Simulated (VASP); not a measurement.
Input of a VASP 6.6.1 run:

INCAR

```
PREC     = Accurate       # precision mode
ENCUT    = 520            # plane-wave cutoff, eV
EDIFF    = 1E-6           # SCF threshold, eV
ISMEAR   = -1             # smearing method
SIGMA    = 0.05           # smearing width, eV
LREAL    = F              # projectors in reciprocal space
LASPH    = T              # aspherical terms in the spheres
NELM     = 100            # most SCF steps
ALGO     = Normal         # electronic algorithm
ISIF     = 2              # what is computed and relaxed
LWAVE    = F              # write WAVECAR
LCHARG   = F              # write CHGCAR
GGA      = PS             # functional
NBANDS   = 16             # bands
```

Contents of KPOINTS:

```
Automatic mesh
0
Gamma
  13 13 13
```

The input POSCAR:

```
CdTe
1.0
    0.0000000000      2.9380576322      2.9380576322
    2.9380576322      0.0000000000      2.9380576322
    2.9380576322      2.9380576322      0.0000000000
Cd Te
1 1
Direct
    0.0000000000      0.0000000000      0.0000000000
    0.5000000000      0.5000000000      0.5000000000
```

Potentials or basis: VASP PAW PBE potentials, release 64 (Cd, Te).

Run with:

```console
$ cat potpaw_PBE.64/Cd/POTCAR potpaw_PBE.64/Te/POTCAR > POTCAR
$ mpirun -np 1 vasp_std > vasp.out
```

Estimate the pressure.

4.4 GPa.

What does it give for the band gap on the k mesh?

Zero (band 9 reaches 5.15 eV, above the bottom of band 10 at 3.67 eV).

Caveat: the PAW data sets were made with another functional, which shifts forces and pressure a little; spin-orbit coupling is left out, which moves the levels of the heavy elements.
